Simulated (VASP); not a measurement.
Write the native input for VASP 6.6.1 that does the following.

```
Task                   : single point
Functional             : r2SCAN
Potentials or basis    : VASP PAW PBE potentials, release 64 (Ta_pv, C)
Cutoff                 : 520 eV
k mesh                 : 9 × 9 × 5
Occupations            : gaussian, width 0.15 eV
Spin                   : no spin polarisation
Dipole correction      : no
Further INCAR settings : ALGO = Normal; EDIFF = 1e-06; NBANDS = 69
```

The system is Ta4C3.

```
CELL_PARAMETERS angstrom
0.00000 -4.42479 0.00000
0.00000 0.00000 -4.42479
9.34959 0.00000 0.00000
ATOMIC_POSITIONS crystal
Ta 0.50000 0.50000 0.82821
Ta 0.50000 0.50000 0.35495
Ta 0.00000 0.50000 0.11832
Ta 0.00000 0.50000 0.59158
Ta 0.50000 0.00000 0.11832
Ta 0.50000 0.00000 0.59158
Ta 0.00000 0.00000 0.35495
Ta 0.00000 0.00000 0.82821
C 0.00000 0.00000 0.11832
C 0.00000 0.00000 0.59158
C 0.50000 0.00000 0.82821
C 0.50000 0.00000 0.35495
C 0.00000 0.50000 0.35495
C 0.00000 0.50000 0.82821
```

This cell differs from its parent crystal: the distance across one plane changed.

These files were run (other wordings do the same):

POSCAR

```
Ta4C3
1.0
    0.0000000000     -4.4247933841      0.0000000000
    0.0000000000      0.0000000000     -4.4247933841
    9.3495867682      0.0000000000      0.0000000000
Ta C
8 6
Direct
    0.5000000000      0.5000000000      0.8282064881
    0.5000000000      0.5000000000      0.3549456377
    0.0000000000      0.5000000000      0.1183152126
    0.0000000000      0.5000000000      0.5915760629
    0.5000000000      1.0000000000      0.1183152126
    0.5000000000      1.0000000000      0.5915760629
    1.0000000000      1.0000000000      0.3549456377
    1.0000000000      1.0000000000      0.8282064881
    0.0000000000      1.0000000000      0.1183152126
    0.0000000000      1.0000000000      0.5915760629
    0.5000000000      1.0000000000      0.8282064881
    0.5000000000      1.0000000000      0.3549456377
    1.0000000000      0.5000000000      0.3549456377
    1.0000000000      0.5000000000      0.8282064881
```

INCAR.step1

```
SYSTEM = Ta4C3
PREC = Accurate
ENCUT = 520
ISMEAR = 0
SIGMA = 0.15
LREAL = .FALSE.
LASPH = .TRUE.
NELM = 100
NBANDS = 69
GGA = PE
ALGO = Normal
EDIFF = 1E-4
LWAVE = .TRUE.
LCHARG = .FALSE.
```

INCAR.step2

```
SYSTEM = Ta4C3
PREC = Accurate
ENCUT = 520
EDIFF = 1E-6
ISMEAR = 0
SIGMA = 0.15
LREAL = .FALSE.
LASPH = .TRUE.
NELM = 100
ALGO = Normal
ISIF = 2
LWAVE = .FALSE.
LCHARG = .TRUE.
METAGGA = R2SCAN
LMIXTAU = .TRUE.
LELF = .TRUE.
LVHAR = .TRUE.
NBANDS = 69
ISTART = 1
```

KPOINTS

```
Automatic mesh
0
G
  9 9 5
  0 0 0
```

Potentials or basis: VASP PAW PBE potentials, release 64 (Ta_pv, C).

Command:

```bash
$ cat potpaw_PBE.64/Ta_pv/POTCAR potpaw_PBE.64/C/POTCAR > POTCAR
$ cp INCAR.step1 INCAR
$ mpirun -np 1 vasp_std > vasp.out
$ cp INCAR.step2 INCAR
$ mpirun -np 1 vasp_std > vasp.out
```

It gave:

* Pressure: -7.8 GPa
* Largest force: 1.523 eV/Å
* Band gap on the k mesh: zero (bands 56 and 57 overlap by 0.82 eV)

Caveat: the cell differs from its parent crystal (the distance across one plane changed); the cell stands under tension; the PAW data sets were made with another functional, which shifts forces and pressure a little; spin-orbit coupling is left out, which moves the levels of the heavy elements.

Wall time 69 min on 1 thread of Oxide Virtual Turin-like Processor (shared host), peak memory 0.55 GiB.
